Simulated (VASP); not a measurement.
# La (P6_3/mmc) in VASP: single point with PBE

Aim: the single point of La with PBE.

Program: VASP 6.6.1. These are calculated values, not measurements. Logs are shortened: lines on timing, memory, paths and dates and some standing lists are left out, and cuts for length are marked.

### 1 The cell of the first run

Symmetry: P6_3/mmc, No. 194, hexagonal system. Conventional cell: a = 4.313 Å, b = 4.313 Å, c = 7.066 Å, α = 90.00°, β = 90.00°, γ = 120.00°. Within 5.7 Å of La (site symmetry -6m2) lie 12 La at 4.31 to 4.32 Å.

### 2 Single point, PBE

INCAR

```
ALGO = Normal ; EDIFF = 1E-6
ENCUT = 520 ; GGA = PE
ISIF = 2 ; ISMEAR = 1
LASPH = T ; LCHARG = F
LREAL = F ; LWAVE = F
NBANDS = 18 ; NELM = 100
PREC = Accurate ; SIGMA = 0.1097
```

KPOINTS

```
k-points
0
Gamma
  9 9 5
```

POSCAR

```
La
1.0
    2.1567020000      3.7355160000      0.0000000000
   -2.1567020000      3.7355160000      0.0000000000
    0.0000000000      0.0000000000      7.0661780000
La
2
Direct
    0.3333300000      0.3333400000      0.2500000000
    0.6666600000      0.6666700000      0.7500000000
```

Potentials or basis: VASP PAW PBE potentials, release 64 (La).

Started as:

```console
$ cat potpaw_PBE.64/La/POTCAR > POTCAR
$ mpirun -np 1 vasp_std > vasp.out
```

OUTCAR:

```text
EDIFF = 1E-6
   ENCUT = 520
   GGA = PE
   ISIF = 2
   ISMEAR = 1
   LASPH = T
   LREAL = F
   NELM = 100
   PREC = Accurate

 ion  position               nearest neighbor table
   1  0.333  0.333  0.250-
   2  0.667  0.667  0.750-

  LATTYP: Found a hexagonal cell.
 ALAT       =     4.3134027522
 C/A-ratio  =     1.6381911001

  Lattice vectors:

 A1 = (   2.1567020000,  -3.7355160000,   0.0000000000)
 A2 = (   2.1567020000,   3.7355160000,   0.0000000000)
 A3 = (   0.0000000000,   0.0000000000,   7.0661780000)

Analysis of symmetry for initial positions (statically):
=====================================================================
 Subroutine PRICEL returns:
 Original cell was already a primitive cell.

 Routine SETGRP: Setting up the symmetry group for a
 hexagonal supercell.

 Subroutine GETGRP returns: Found  8 space group operations
 (whereof  2 operations were pure point group operations)
 out of a pool of 24 trial point group operations.

The static configuration has the point symmetry C_2 .
 The point group associated with its full space group is D_2h.

Analysis of symmetry for dynamics (positions and initial velocities):
=====================================================================
 Subroutine PRICEL returns:
 Original cell was already a primitive cell.

 Routine SETGRP: Setting up the symmetry group for a
 hexagonal supercell.

 Subroutine GETGRP returns: Found  8 space group operations
 (whereof  2 operations were pure point group operations)
 out of a pool of 24 trial point group operations.

The dynamic configuration has the point symmetry C_2 .
 The point group associated with its full space group is D_2h.

 Subroutine INISYM returns: Found  8 space group operations
 (whereof  2 operations are pure point group operations),
 and found     1 'primitive' translations

----------------------------------------------------------------------------------------

                                     Primitive cell

  volume of cell :     113.8558

  direct lattice vectors                    reciprocal lattice vectors
     2.156702000  3.735516000  0.000000000     0.231835460  0.133850317  0.000000000
    -2.156702000  3.735516000  0.000000000    -0.231835460  0.133850317  0.000000000
     0.000000000  0.000000000  7.066178000     0.000000000  0.000000000  0.141519220

  length of vectors
     4.313402752  4.313402752  7.066178000     0.267700556  0.267700556  0.141519220

  position of ions in fractional coordinates (direct lattice)
     0.333330000  0.333340000  0.250000000
     0.666660000  0.666670000  0.750000000

  ion indices of the primitive-cell ions
   primitive index   ion index
                 1           1
                 2           2

----------------------------------------------------------------------------------------

 KPOINTS: k-points

Automatic generation of k-mesh.
 Grid dimensions read from file:
 generate k-points for:    9    9    5

 Generating k-lattice:

  Cartesian coordinates                     Fractional coordinates (reciprocal lattice)
     0.025759496  0.014872257  0.000000000     0.111111111 -0.000000000  0.000000000
    -0.025759496  0.014872257  0.000000000    -0.000000000  0.111111111  0.000000000
     0.000000000  0.000000000  0.028303844     0.000000000  0.000000000  0.200000000

  Length of vectors
     0.029744506  0.029744506  0.028303844

  Shift w.r.t. Gamma in fractional coordinates (k-lattice)
     0.000000000  0.000000000  0.000000000

 Subroutine IBZKPT returns following result:
 ===========================================

 Found     75 irreducible k-points:

 Following reciprocal coordinates:
            Coordinates               Weight
  0.000000  0.000000  0.000000      1.000000
  0.111111  0.000000  0.000000      4.000000
  0.111111  0.111111  0.000000      2.000000
  0.222222  0.000000  0.000000      4.000000
  0.222222  0.222222  0.000000      2.000000
  0.333333  0.000000  0.000000      4.000000
[... 16 lines left out ...]
  0.333333 -0.444444  0.000000      4.000000
 -0.222222  0.333333  0.000000      4.000000
 [... further k-points ...]
   k-points           NKPTS =     75   k-points in BZ     NKDIM =     75   number of bands    NBANDS=     18
   number of dos      NEDOS =    301   number of ions     NIONS =      2
   total plane-waves  NPLWV =  55296
   dimension x,y,z NGX =    32 NGY =   32 NGZ =   54
   dimension x,y,z NGXF=    64 NGYF=   64 NGZF=  108
   ions per type =               2
   NGX,Y,Z   is equivalent  to a cutoff of  12.33, 12.33, 12.70 a.u.
   NGXF,Y,Z  is equivalent  to a cutoff of  24.67, 24.67, 25.41 a.u.
 SYSTEM =  unknown system
   PREC   = accura    normal or accurate (medium, high low for compatibility)
   ISTART =      0    job   : 0-new  1-cont  2-samecut
   ICHARG =      2    charge: 1-file 2-atom 10-const
   ISPIN  =      1    spin polarized calculation?
   LNONCOLLINEAR =      F non collinear calculations
   LSORBIT =      F    spin-orbit coupling
   LASPH  =      T    aspherical Exc in radial PAW
   ENCUT  =  520.0 eV  38.22 Ry    6.18 a.u.   8.02  8.02 13.14*2*pi/ulx,y,z
   NELM   =    100;   NELMIN=  2; NELMDL= -5     # of ELM steps
   EDIFF  = 0.1E-05   stopping-criterion for ELM
   LREAL  =      F    real-space projection
   EDIFFG = 0.1E-04   stopping-criterion for IOM
   NSW    =      0    number of steps for IOM
   IBRION =     -1    ionic relax: 0-MD 1-quasi-New 2-CG
   NFREE  =      0    steps in history (QN), initial steepest desc. (CG)
   ISIF   =      2    stress and relaxation
   ISYM   =      2    0-nonsym 1-usesym 2-fastsym
   POTIM  = 0.5000    time-step for ionic-motion
   TEBEG  =    0.0;   TEEND  =   0.0 temperature during run
   PSTRESS=    0.0 pullay stress
   NELECT =      22.0000    total number of electrons
   NUPDOWN=      -1.0000    fix difference up-down
   EMIN   =  10.00;   EMAX   =-10.00  energy-range for DOS
   EFERMI =   0.00;   METHOD = LEGACY
   ISMEAR =     1;   SIGMA  =   0.11  broadening in eV -4-tet -1-fermi 0-gaus
   EFERMI_NEDOS =   21; number of points for ismear=-14 and -15
   IALGO  =     38    algorithm
   IMIX   =      4    mixing-type and parameters
     AMIX     =   0.40;   BMIX     =  1.00
     AMIX_MAG =   1.60;   BMIX_MAG =  1.00
  volume/ion in A,a.u.               =      56.93       384.17
  Fermi-wavevector in a.u.,A,eV,Ry     =   0.946449  1.788530 12.187636  0.895766
  Thomas-Fermi vector in A             =   2.074448
   LORBIT       =      0    0 simple, 1 ext, 2 COOP (PROOUT), +10 PAW based schemes
   GGA     = PE    functional components
   LHFCALC =     F    Hartree Fock is set to
   AEXX    =    0.0000 exact exchange contribution
   IVDW    =     0    specifies the selected vdW correction
   LEPSILON=     F    determine dielectric tensor
   LRPA    =     F    only Hartree local field effects (RPA)
 non-spin polarized calculation
 Methfessel and Paxton  Order N= 1 SIGMA  =   0.11
  energy-cutoff  :      520.00
  volume of cell :      113.86
 maximum number of plane-waves:      3084
   NGX = 17   NGY = 17   NGZ = 27

 number of electron      21.9999999 magnetization

 Free energy of the ion-electron system (eV)
  ---------------------------------------------------
  ext. energy  EPLUGINS =         0.00000000
  ---------------------------------------------------
  free energy    TOTEN  =        -8.76700834 eV

  energy without entropy =       -8.76553821  energy(sigma->0) =       -8.76651830

 E-fermi :   4.4309     XC(G=0):  -7.9798

 val. band max:        4.4301828970   @ k =   0.4444   0.4444   0.4000
 cond. band min:       4.4569873475   @ k =   0.2222   0.1111   0.4000
 fundamental gap:      0.0268044505
 Fermi energy:         4.4309183806

 k-point     1 :       0.0000    0.0000    0.0000
  band No.  band energies     occupation
      1     -29.2718      2.00000
      2     -29.2420      2.00000
      3     -13.0288      2.00000
      4     -12.7364      2.00000
      5     -12.7364      2.00000
      6     -12.6895      2.00000
[... 10 lines left out ...]
     17       5.3558     -0.00000
     18       5.3702     -0.00000

 k-point     2 :       0.1111    0.0000    0.0000
  band No.  band energies     occupation
      1     -29.2687      2.00000
      2     -29.2405      2.00000
      3     -13.0155      2.00000
      4     -12.7681      2.00000
      5     -12.7463      2.00000
      6     -12.7223      2.00000
[... 10 lines left out ...]
     17       5.3594     -0.00000
     18       5.3815     -0.00000

 k-point     3 :       0.1111    0.1111    0.0000
  band No.  band energies     occupation
      1     -29.2687      2.00000
      2     -29.2405      2.00000
      3     -13.0155      2.00000
      4     -12.7681      2.00000
      5     -12.7463      2.00000
      6     -12.7223      2.00000
[... 10 lines left out ...]
     17       5.3612     -0.00000
     18       5.3764     -0.00000

 k-point     4 :       0.2222    0.0000    0.0000
  band No.  band energies     occupation
      1     -29.2604      2.00000
      2     -29.2367      2.00000
      3     -12.9790      2.00000
      4     -12.8484      2.00000
      5     -12.8029      2.00000
      6     -12.7706      2.00000
[... 10 lines left out ...]
     17       5.3592     -0.00000
     18       5.4055     -0.00000

 k-point     5 :       0.2222    0.2222    0.0000
  band No.  band energies     occupation
      1     -29.2604      2.00000
      2     -29.2367      2.00000
      3     -12.9790      2.00000
      4     -12.8484      2.00000
      5     -12.8029      2.00000
      6     -12.7706      2.00000
[... 10 lines left out ...]
     17       5.3509     -0.00000
     18       5.4096     -0.00000

 k-point     6 :       0.3333    0.0000    0.0000
  band No.  band energies     occupation
      1     -29.2502      2.00000
      2     -29.2331      2.00000
      3     -12.9394      2.00000
      4     -12.9293      2.00000
      5     -12.8907      2.00000
      6     -12.7970      2.00000
[... 307 lines left out ...]
 k-point    21 :      -0.2222    0.2222    0.0000
  band No.  band energies     occupation
      1     -29.2453      2.00000
      2     -29.2319      2.00000
      3     -12.9320      2.00000
      4     -12.9200      2.00000
      5     -12.9021      2.00000
      6     -12.8233      2.00000
[... 10 lines left out ...]
     17       5.3594     -0.00000
     18       5.3892     -0.00000

 k-point    22 :      -0.4444    0.2222    0.0000
  band No.  band energies     occupation
      1     -29.2385      2.00000
      2     -29.2318      2.00000
      3     -12.9664      2.00000
      4     -12.9231      2.00000
      5     -12.8665      2.00000
      6     -12.8580      2.00000
[... 10 lines left out ...]
     17       5.3180     -0.00000
     18       5.3636     -0.00000

 k-point    23 :       0.3333   -0.4444    0.0000
  band No.  band energies     occupation
      1     -29.2385      2.00000
      2     -29.2318      2.00000
      3     -12.9664      2.00000
      4     -12.9231      2.00000
      5     -12.8665      2.00000
      6     -12.8580      2.00000
[... 10 lines left out ...]
     17       5.3151     -0.00000
     18       5.3868     -0.00000

 k-point    24 :      -0.2222    0.3333    0.0000
  band No.  band energies     occupation
      1     -29.2385      2.00000
      2     -29.2318      2.00000
      3     -12.9664      2.00000
      4     -12.9231      2.00000
      5     -12.8665      2.00000
      6     -12.8580      2.00000
[... 10 lines left out ...]
     17       5.3266     -0.00000
     18       5.4098     -0.00000

 [... further k-points ...]
[... 5 lines left out ...]
  --------------------------------------------------------------------------------------
  -------------------------------------------------------------------------------------
  Total       -4.0908012     -4.0904921     -4.6775501      0.0000000     -0.0000000      0.0000000
  in kB      -57.5656813    -57.5613316    -65.8224009      0.0000000     -0.0000000      0.0000000
  external PRESSURE =     -60.3164713 kB  Pullay stress =       0.0000000 kB

 VOLUME and BASIS-vectors are now :
 -----------------------------------------------------------------------------
  energy-cutoff  :      520.00
  volume of cell :      113.86
      direct lattice vectors                 reciprocal lattice vectors
     2.156702000  3.735516000  0.000000000     0.231835460  0.133850317  0.000000000
    -2.156702000  3.735516000  0.000000000    -0.231835460  0.133850317  0.000000000
     0.000000000  0.000000000  7.066178000     0.000000000  0.000000000  0.141519220

 POSITION                                       TOTAL-FORCE (eV/Angst)
 -----------------------------------------------------------------------------------
     -0.00002      2.49036      1.76654         0.000000      0.000004      0.000000
     -0.00002      4.98068      5.29963         0.000000     -0.000004     -0.000000
 -----------------------------------------------------------------------------------
    total drift:                               -0.000000     -0.000000      0.000000

  FREE ENERGIE OF THE ION-ELECTRON SYSTEM (eV)
  ---------------------------------------------------
  free  energy   TOTEN  =        -8.7670083405 eV

  energy  without entropy=       -8.7655382050  energy(sigma->0) =       -8.76651830
```

It took 3 min on 1 thread of AMD EPYC 7R43 (Zen 3), shared host; peak memory 0.28 GiB.

Results:

```
Free energy            : -8.7670 eV
Pressure               : -6.0 GPa
Band gap on the k mesh : zero (bands 11 and 12 overlap by 0.85 eV)
```

Caveat: the cell stands under tension; spin-orbit coupling is left out, which moves the levels of the heavy elements.
